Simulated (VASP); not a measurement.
# Cs (Im-3m) in VASP: settings compared

The runs below take Cs through single point, with revPBE, BLYP.

All numbers are computed with VASP 6.6.1; they aren't measurements. Logs are shortened: lines on timing, memory, paths and dates and some standing lists are left out, and cuts for length are marked.

## 1. The cell of the first run

Symmetry: Im-3m, No. 229, cubic system. The conventional cell has a = 6.257 Å, b = 6.257 Å, c = 6.257 Å, α = 90.00°, β = 90.00°, γ = 90.00°.

## 2. Single point, revPBE

File POSCAR:

```
Cs
1.0
   -3.1284650614      3.1284650614      3.1284650614
    3.1284650614     -3.1284650614      3.1284650614
    3.1284650614      3.1284650614     -3.1284650614
Cs
1
Direct
    0.0000000000      0.0000000000      0.0000000000
```

File INCAR.step1:

```
SYSTEM = Cs
ALGO = Fast
EDIFF = 1E-6
ENCUT = 520
GGA = RE
ISIF = 2
ISMEAR = -1
LASPH = .TRUE.
LCHARG = .TRUE.
LREAL = .FALSE.
LWAVE = .FALSE.
NBANDS = 10
NELM = 60
PREC = Accurate
SIGMA = 0.05
```

File KPOINTS.step1:

```
k-points
0
G
  4 4 4
  0 0 0
```

File INCAR.step2:

```
SYSTEM = Cs
ALGO = Fast
EDIFF = 1E-6
ENCUT = 520
GGA = RE
ICHARG = 11
ISIF = 2
ISMEAR = -5
LASPH = .TRUE.
LCHARG = .FALSE.
LORBIT = 11
LREAL = .FALSE.
LWAVE = .FALSE.
NEDOS = 1001
NELM = 60
PREC = Accurate
SIGMA = 0.05
```

File KPOINTS.step2:

```
k-points
0
G
  6 6 6
  0 0 0
```

Potentials or basis: VASP PAW PBE potentials, release 64 (Cs_sv).

Launch:

```console
$ cat potpaw_PBE.64/Cs_sv/POTCAR > POTCAR
$ cp INCAR.step1 INCAR
$ cp KPOINTS.step1 KPOINTS
$ mpirun -np 1 vasp_std > vasp.out
$ cp INCAR.step2 INCAR
$ cp KPOINTS.step2 KPOINTS
$ mpirun -np 1 vasp_std > vasp.out
```

OUTCAR:

```text
SYSTEM = Cs
   EDIFF = 1E-6
   ENCUT = 520
   GGA = RE
   ICHARG = 11
   ISIF = 2
   ISMEAR = -5
   LASPH = .TRUE.
   LORBIT = 11
   LREAL = .FALSE.
   NELM = 60
   PREC = Accurate

 ion  position               nearest neighbor table
   1  0.000  0.000  0.000-

  LATTYP: Found a body centered cubic cell.
 ALAT       =     6.2569301228

  Lattice vectors:

 A1 = (  -3.1284650614,   3.1284650614,   3.1284650614)
 A2 = (   3.1284650614,  -3.1284650614,   3.1284650614)
 A3 = (   3.1284650614,   3.1284650614,  -3.1284650614)

Analysis of symmetry for initial positions (statically):
=====================================================================
 Subroutine PRICEL returns:
 Original cell was already a primitive cell.

 Routine SETGRP: Setting up the symmetry group for a
 body centered cubic supercell.

 Subroutine GETGRP returns: Found 48 space group operations
 (whereof 48 operations were pure point group operations)
 out of a pool of 48 trial point group operations.

The static configuration has the point symmetry O_h .

Analysis of symmetry for dynamics (positions and initial velocities):
=====================================================================
 Subroutine PRICEL returns:
 Original cell was already a primitive cell.

 Routine SETGRP: Setting up the symmetry group for a
 body centered cubic supercell.

 Subroutine GETGRP returns: Found 48 space group operations
 (whereof 48 operations were pure point group operations)
 out of a pool of 48 trial point group operations.

The dynamic configuration has the point symmetry O_h .

 Subroutine INISYM returns: Found 48 space group operations
 (whereof 48 operations are pure point group operations),
 and found     1 'primitive' translations

----------------------------------------------------------------------------------------

                                     Primitive cell

  volume of cell :     122.4768

  direct lattice vectors                    reciprocal lattice vectors
    -3.128465061  3.128465061  3.128465061     0.000000000  0.159822785  0.159822785
     3.128465061 -3.128465061  3.128465061     0.159822785  0.000000000  0.159822785
     3.128465061  3.128465061 -3.128465061     0.159822785  0.159822785  0.000000000

  length of vectors
     5.418660436  5.418660436  5.418660436     0.226023551  0.226023551  0.226023551

  position of ions in fractional coordinates (direct lattice)
     0.000000000  0.000000000  0.000000000

  ion indices of the primitive-cell ions
   primitive index   ion index
                 1           1

----------------------------------------------------------------------------------------

 KPOINTS: k-points

Automatic generation of k-mesh.
 Grid dimensions read from file:
 generate k-points for:    6    6    6

 Generating k-lattice:

  Cartesian coordinates                     Fractional coordinates (reciprocal lattice)
     0.000000000  0.026637131  0.026637131     0.166666667  0.000000000  0.000000000
     0.026637131  0.000000000  0.026637131     0.000000000  0.166666667  0.000000000
     0.026637131  0.026637131  0.000000000     0.000000000  0.000000000  0.166666667

  Length of vectors
     0.037670592  0.037670592  0.037670592

  Shift w.r.t. Gamma in fractional coordinates (k-lattice)
     0.000000000  0.000000000  0.000000000

 TETIRR: Found    191 inequivalent tetrahedra from     1296

 Subroutine IBZKPT returns following result:
 ===========================================

 Found     16 irreducible k-points:

 Following reciprocal coordinates:
            Coordinates               Weight
  0.000000  0.000000  0.000000      1.000000
  0.166667  0.000000  0.000000     12.000000
  0.333333  0.000000  0.000000     12.000000
  0.500000  0.000000  0.000000      6.000000
  0.166667  0.166667  0.000000     24.000000
  0.333333  0.166667  0.000000     48.000000
[... 8 lines left out ...]
  0.500000  0.500000  0.333333     12.000000
  0.500000  0.500000  0.500000      1.000000
   k-points           NKPTS =     16   k-points in BZ     NKDIM =     16   number of bands    NBANDS=      8
   number of dos      NEDOS =   1001   number of ions     NIONS =      1
   total plane-waves  NPLWV =  64000
   dimension x,y,z NGX =    40 NGY =   40 NGZ =   40
   dimension x,y,z NGXF=    80 NGYF=   80 NGZF=   80
   ions per type =               1
   NGX,Y,Z   is equivalent  to a cutoff of  12.27, 12.27, 12.27 a.u.
   NGXF,Y,Z  is equivalent  to a cutoff of  24.54, 24.54, 24.54 a.u.
 SYSTEM =  Cs
   PREC   = accura    normal or accurate (medium, high low for compatibility)
   ISTART =      0    job   : 0-new  1-cont  2-samecut
   ICHARG =     11    charge: 1-file 2-atom 10-const
   ISPIN  =      1    spin polarized calculation?
   LNONCOLLINEAR =      F non collinear calculations
   LSORBIT =      F    spin-orbit coupling
   LASPH  =      T    aspherical Exc in radial PAW
   ENCUT  =  520.0 eV  38.22 Ry    6.18 a.u.  10.08 10.08 10.08*2*pi/ulx,y,z
   NELM   =     60;   NELMIN=  2; NELMDL=  0     # of ELM steps
   EDIFF  = 0.1E-05   stopping-criterion for ELM
   LREAL  =      F    real-space projection
   EDIFFG = 0.1E-04   stopping-criterion for IOM
   NSW    =      0    number of steps for IOM
   IBRION =     -1    ionic relax: 0-MD 1-quasi-New 2-CG
   NFREE  =      0    steps in history (QN), initial steepest desc. (CG)
   ISIF   =      2    stress and relaxation
   ISYM   =      2    0-nonsym 1-usesym 2-fastsym
   POTIM  = 0.5000    time-step for ionic-motion
   TEBEG  =    0.0;   TEEND  =   0.0 temperature during run
   PSTRESS=    0.0 pullay stress
   NELECT =       9.0000    total number of electrons
   NUPDOWN=      -1.0000    fix difference up-down
   EMIN   =  10.00;   EMAX   =-10.00  energy-range for DOS
   EFERMI =   0.00;   METHOD = LEGACY
   ISMEAR =    -5;   SIGMA  =   0.05  broadening in eV -4-tet -1-fermi 0-gaus
   EFERMI_NEDOS =   21; number of points for ismear=-14 and -15
   IALGO  =     68    algorithm
   IMIX   =      4    mixing-type and parameters
     AMIX     =   0.40;   BMIX     =  1.00
     AMIX_MAG =   1.60;   BMIX_MAG =  1.00
  volume/ion in A,a.u.               =     122.48       826.51
  Fermi-wavevector in a.u.,A,eV,Ry     =   0.685706  1.295796  6.397353  0.470192
  Thomas-Fermi vector in A             =   1.765724
   LORBIT       =     11    0 simple, 1 ext, 2 COOP (PROOUT), +10 PAW based schemes
   GGA     = RE    functional components
   LHFCALC =     F    Hartree Fock is set to
   AEXX    =    0.0000 exact exchange contribution
   IVDW    =     0    specifies the selected vdW correction
   LEPSILON=     F    determine dielectric tensor
   LRPA    =     F    only Hartree local field effects (RPA)
 non-spin polarized calculation
 RMM-DIIS sequential band-by-band and
 Fermi weights with tetrahedron method with Bloechl corrections
  energy-cutoff  :      520.00
  volume of cell :      122.48
 maximum number of plane-waves:      3322

 number of electron       8.9999999 magnetization

 Free energy of the ion-electron system (eV)
  ---------------------------------------------------
  ext. energy  EPLUGINS =         0.00000000
  ---------------------------------------------------
  free energy    TOTEN  =        -0.75448276 eV

  energy without entropy =       -0.75448276  energy(sigma->0) =       -0.75448276

 E-fermi :   0.4344     XC(G=0):  -5.1374

 val. band max:        0.2954786033   @ k =   0.1667   0.1667   0.1667
 cond. band min:       0.4407576185   @ k =   0.3333   0.1667   0.0000
 fundamental gap:      0.1452790152
 Fermi energy:         0.4343569432

 k-point     1 :       0.0000    0.0000    0.0000
  band No.  band energies     occupation
      1     -23.5297      2.00000
      2     -10.2933      2.00000
      3     -10.2933      2.00000
      4     -10.2933      2.00000
      5      -1.1921      2.00000
      6       2.9004      0.00000
      7       2.9005      0.00000
      8       2.9005      0.00000

 k-point     2 :       0.1667    0.0000    0.0000
  band No.  band energies     occupation
      1     -23.5285      2.00000
      2     -10.3207      2.00000
      3     -10.3024      2.00000
      4     -10.2933      2.00000
      5      -0.9110      2.00001
      6       2.5422      0.00000
      7       2.6254      0.00000
      8       3.1852      0.00000

 k-point     3 :       0.3333    0.0000    0.0000
  band No.  band energies     occupation
      1     -23.5261      2.00000
      2     -10.3743      2.00000
      3     -10.3204      2.00000
      4     -10.2933      2.00000
      5      -0.1744      2.24565
      6       1.7379      0.00000
      7       2.2349      0.00000
      8       3.6353      0.00000

 k-point     4 :       0.5000    0.0000    0.0000
  band No.  band energies     occupation
      1     -23.5249      2.00000
      2     -10.4004      2.00000
      3     -10.3293      2.00000
      4     -10.2933      2.00000
      5       0.4879      0.68779
      6       1.1943      0.00000
      7       2.0817      0.00000
      8       3.5326      0.00000

 k-point     5 :       0.1667    0.1667    0.0000
  band No.  band energies     occupation
      1     -23.5267      2.00000
      2     -10.3571      2.00000
      3     -10.3136      2.00000
      4     -10.2995      2.00000
      5      -0.3935      2.10443
      6       2.0278      0.00000
      7       2.2438      0.00000
      8       3.3995      0.00000
[... 89 lines left out ...]
 k-point    14 :      -0.3333    0.3333    0.3333
  band No.  band energies     occupation
      1     -23.5230      2.00000
      2     -10.3640      2.00000
      3     -10.3503      2.00000
      4     -10.3503      2.00000
      5       0.6303      0.30124
      6       1.4851      0.00000
      7       2.7711      0.00000
      8       2.7721      0.00000

 k-point    15 :       0.5000    0.5000    0.3333
  band No.  band energies     occupation
      1     -23.5220      2.00000
      2     -10.3779      2.00000
      3     -10.3602      2.00000
      4     -10.3514      2.00000
      5       1.1134     -0.05022
      6       1.1582      0.00000
      7       2.4686      0.00000
      8       2.8671      0.00000

 k-point    16 :       0.5000    0.5000    0.5000
  band No.  band energies     occupation
      1     -23.5211      2.00000
      2     -10.3703      2.00000
      3     -10.3703      2.00000
      4     -10.3703      2.00000
      5       1.0999      0.00000
      6       1.0999      0.00000
      7       3.2736      0.00000
      8       3.2737      0.00000

------------------------ aborting loop because EDIFF is reached ----------------------------------------

  FORCE on cell =-STRESS in cart. coord.  units (eV):
  Direction    XX          YY          ZZ          XY          YZ          ZX
  --------------------------------------------------------------------------------------
  -------------------------------------------------------------------------------------
  Total        0.0474525      0.0474525      0.0474525      0.0000000     -0.0000000      0.0000000
  in kB        0.6207487      0.6207487      0.6207487      0.0000000     -0.0000000      0.0000000
  external PRESSURE =       0.6207487 kB  Pullay stress =       0.0000000 kB

 VOLUME and BASIS-vectors are now :
 -----------------------------------------------------------------------------
  energy-cutoff  :      520.00
  volume of cell :      122.48
      direct lattice vectors                 reciprocal lattice vectors
    -3.128465061  3.128465061  3.128465061     0.000000000  0.159822785  0.159822785
     3.128465061 -3.128465061  3.128465061     0.159822785  0.000000000  0.159822785
     3.128465061  3.128465061 -3.128465061     0.159822785  0.159822785  0.000000000

 POSITION                                       TOTAL-FORCE (eV/Angst)
 -----------------------------------------------------------------------------------
      0.00000      0.00000      0.00000         0.000000      0.000000      0.000000
 -----------------------------------------------------------------------------------
    total drift:                                0.000000      0.000000     -0.000000

  FREE ENERGIE OF THE ION-ELECTRON SYSTEM (eV)
  ---------------------------------------------------
  free  energy   TOTEN  =        -0.7544827568 eV

  energy  without entropy=       -0.7544827568  energy(sigma->0) =       -0.75448276

 total charge

# of ion       s       p       d       tot
------------------------------------------
    1        1.854   4.700   0.008   6.562
```

Wall time 16 s (1 thread of Intel Xeon Platinum 8259CL at 2.50GHz (Skylake/Cascade Lake), shared host); peak memory 0.22 GiB.

Results:

```yaml
Valence_electrons_inside_the_program's_atomic_spheres: Cs 6.56
```

Levels at points of the mesh, in eV from the Fermi level:
```csv
k point,band 2,band 3,band 4,band 5,band 6,band 7
"(0.00, 0.00, 0.00)",-10.73,-10.73,-10.73,-1.63,2.47,2.47
"(0.50, 0.00, 0.00)",-10.83,-10.76,-10.73,0.05,0.76,1.65
"(0.50, 0.50, 0.50)",-10.80,-10.80,-10.80,0.67,0.67,2.84
```

Caveat: the PAW data sets were made with another functional, which shifts forces and pressure a little; spin-orbit coupling is left out, which moves the levels of the heavy elements.

## 3. Single point, BLYP

POSCAR is that of step 2.

File INCAR.step1:

```
SYSTEM = Cs
PREC = Accurate
ENCUT = 520
EDIFF = 1E-6
ISMEAR = -1
SIGMA = 0.05
LREAL = .FALSE.
LASPH = .TRUE.
NELM = 80
ALGO = Fast
ISIF = 2
LWAVE = .FALSE.
LCHARG = .TRUE.
GGA = B5
ALDAX = 1.0
AGGAX = 1.0
AGGAC = 1.0
ALDAC = 0.0
NBANDS = 10
```

File KPOINTS.step1:

```
regular mesh
0
G
  4 4 4
  0 0 0
```

File INCAR.step2:

```
SYSTEM = Cs
PREC = Accurate
ENCUT = 520
EDIFF = 1E-6
ISMEAR = -5
SIGMA = 0.05
LREAL = .FALSE.
LASPH = .TRUE.
NELM = 80
ALGO = Fast
ISIF = 2
LWAVE = .FALSE.
LCHARG = .FALSE.
GGA = B5
ALDAX = 1.0
AGGAX = 1.0
AGGAC = 1.0
ALDAC = 0.0
LORBIT = 10
NEDOS = 2001
ICHARG = 11
```

File KPOINTS.step2:

```
regular mesh
0
G
  6 6 6
  0 0 0
```

Potentials or basis: VASP PAW PBE potentials, release 64 (Cs_sv).

Launch:

```console
$ cat potpaw_PBE.64/Cs_sv/POTCAR > POTCAR
$ cp INCAR.step1 INCAR
$ cp KPOINTS.step1 KPOINTS
$ mpirun -np 1 vasp_std > vasp.out
$ cp INCAR.step2 INCAR
$ cp KPOINTS.step2 KPOINTS
$ mpirun -np 1 vasp_std > vasp.out
```

It took 30 s on 1 thread of Intel Xeon Platinum 8259CL at 2.50GHz (Skylake/Cascade Lake), shared host; peak memory 0.22 GiB.

The run converged. Its results:

```yaml
Valence_electrons_inside_the_program's_atomic_spheres: Cs 6.56
```

Levels at points of the mesh, in eV from the Fermi level:
```tsv
k point	band 1	band 2	band 3	band 4	band 5	band 6	band 7	band 8
(0.00, 0.00, 0.00)	-24.00	-10.80	-10.80	-10.80	-1.62	2.22	2.22	2.22
(0.50, 0.00, 0.00)	-24.00	-10.91	-10.84	-10.80	0.00	0.93	1.50	2.83
(0.50, 0.50, 0.50)	-23.99	-10.88	-10.88	-10.88	0.68	0.68	2.88	2.88
```

Caveat: the PAW data sets were made with another functional, which shifts forces and pressure a little; spin-orbit coupling is left out, which moves the levels of the heavy elements.
